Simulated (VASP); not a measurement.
# Hg: single point with PBE

Crystal: Hg.

```
Hg
1.0
    -1.87674    1.87674    1.91684
     1.87674   -1.87674    1.91684
     1.87674    1.87674   -1.91684
Hg
1
Direct
  0.50000 0.50000 0.00000
```

* Program: VASP 6.6.1
* Task: single point
* Functional: PBE
* Potentials or basis: VASP PAW PBE potentials, release 64 (Hg)
* Cutoff: 520 eV
* k mesh: 12 × 12 × 12
* Occupations: gaussian, width 0.05 eV
* Spin: no spin polarisation

```yaml
Pressure: 1.1 GPa
Band_gap_on_the_k_mesh: zero (band 6 reaches 4.02 eV, above the bottom of band 7 at 0.89 eV)
```

Stress tensor (GPa, compression positive):
```
1.12 0.00 0.00
0.00 1.12 0.00
0.00 0.00 1.02
```

Levels at points of the mesh, in eV from the Fermi level:
```
           k point  band 2  band 3  band 4  band 5  band 6  band 7  band 8  band 9  band 10  band 11
(0.00, 0.00, 0.00)   -6.76   -6.76   -6.72   -6.08   -6.04   14.34   14.45   14.45    14.52    14.92
(0.50, 0.00, 0.00)   -7.07   -6.14   -6.03   -5.57   -1.62   -0.90    8.82    9.80    13.54    14.48
(0.50, 0.50, 0.00)   -7.12   -6.08   -6.01   -5.56   -1.49   -0.83    8.50    9.43    13.13    14.18
(0.50, 0.50, 0.50)   -7.26   -5.69   -5.68   -5.68    2.22    3.47    3.91    3.91     9.28     9.55
```

Run time: 11 s on 1 thread of Intel(R) Xeon(R) 6975P-C (Granite Rapids), with other jobs on the host, peak memory 0.17 GiB.

Caveat: spin-orbit coupling is left out, which moves the levels of the heavy elements.
